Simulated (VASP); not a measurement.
Runs of VASP 6.6.1 on Cd. The structure is that of space group P6_3/mmc (No. 194), or close to it. The cells are those of the table. 

```tsv
cell	further INCAR settings	gap on the mesh (eV)	pressure (GPa)	largest force (eV/Å)
a = 2.979, b = 2.990, c = 5.618 Å, angles 90.0, 90.0, 119.9°, 2 atoms	ALGO = Fast; EDIFF = 1e-07; NBANDS = 19	none	(b)	-
a = 2.979, b = 2.957, c = 5.618 Å, angles 90.0, 90.0, 120.2°, 2 atoms	ALGO = Fast; EDIFF = 1e-06; NBANDS = 19	none	(a)	-
a = 2.979, b = 2.934, c = 5.618 Å, angles 90.0, 90.0, 120.5°, 2 atoms	ALGO = Fast; EDIFF = 1e-07; NBANDS = 19	none	0.2	0.01
a = 2.979, b = 2.945, c = 5.618 Å, angles 90.0, 90.0, 120.4°, 2 atoms	ALGO = Fast; EDIFF = 1e-06; NBANDS = 19	none	-0.2	0.01
a = 2.979, b = 2.968, c = 5.618 Å, angles 90.0, 90.0, 120.1°, 2 atoms	ALGO = Fast; EDIFF = 1e-06; NBANDS = 19	none	-0.8	-
```

Alike in all rows: task single point; level PBEsol; potentials or basis VASP PAW PBE potentials, release 64 (Cd); no spin polarisation; k mesh 18 × 18 × 8; cutoff (eV) 520; smearing gaussian 0.15 eV.

Problem. Estimate the missing entries.

Solution. (a) -0.5; (b) -1.4.

Caveats: the PAW data sets were made with another functional, which shifts forces and pressure a little.

A k mesh can miss the band edges, and the runs leave out spin-orbit coupling on Cd.

A gap of «none» marks levels without a gap at the run's occupations.
